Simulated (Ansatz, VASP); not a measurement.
## Two plane-wave programs on Pt

```
Pt
1.0
     0.00000    1.97011    1.97011
     1.97011    0.00000    1.97011
     1.97011    1.97011    0.00000
Pt
1
Direct
  0.00000 0.00000 0.00000
```

Alike in both runs: functional r2SCAN; k mesh 18 × 18 × 18; occupations gaussian, width 0.1 eV; no spin polarisation.

Ansatz relaxed the structure, and its values are those at the end. VASP's run is a single point on that final structure, the one shown.

```csv
,VASP,Ansatz
version,VASP 6.6.1,Ansatz 0.2.0
potentials or method,"VASP PAW PBE potentials, release 64 (Pt), cutoff 520 eV","scalar-relativistic, plane waves, PAW"
valence electrons in the cell,10,18
```

```tsv
	VASP	Ansatz	Ansatz less VASP
gap on the k mesh at the Fermi level (eV)	none	none	-
pressure (GPa)	0.7	0.0	-0.69
```

VASP's potentials were made for PBE, not for r2SCAN. A gap of «none» marks a metal or a gap that the smearing closes. VASP's potentials hold 10 valence electrons a cell and Ansatz's 18, so a difference there can come from the potentials and not from the codes.

Neither program's run includes spin-orbit coupling.
